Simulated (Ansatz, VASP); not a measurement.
**AlW3: VASP beside Ansatz**

```
CELL_PARAMETERS angstrom
4.58558 0.00000 0.00000
0.00000 4.58558 0.00000
0.00000 0.00000 4.58558
ATOMIC_POSITIONS crystal
Al 0.00000 0.00000 0.00000
W 0.50000 0.00000 0.00000
W 0.00000 0.50000 0.00000
W 0.00000 0.00000 0.50000
```

Alike in both runs: functional PBE; k mesh 4 × 4 × 4; occupations gaussian, width 0.1 eV; no spin polarisation.

Ansatz relaxed the structure, and its values are those at the end. VASP's run is a single point on that final structure, the one shown.

```csv
,VASP,Ansatz
version,VASP 6.6.1,Ansatz 0.2.0
potentials or method,"VASP PAW PBE potentials, release 64 (Al, W_sv), cutoff 520 eV","scalar-relativistic, plane waves, PAW"
valence electrons in the cell,45,45
```

Ansatz gave:

* gap on the k mesh at the Fermi level (eV): none
* pressure (GPa): 0.2

**Question.** Estimate VASP's values.

**Answer.** gap on the k mesh at the Fermi level (eV): none; pressure (GPa): 0.3.

A gap of «none» marks a metal or a gap that the smearing closes.

Neither program's run includes spin-orbit coupling.
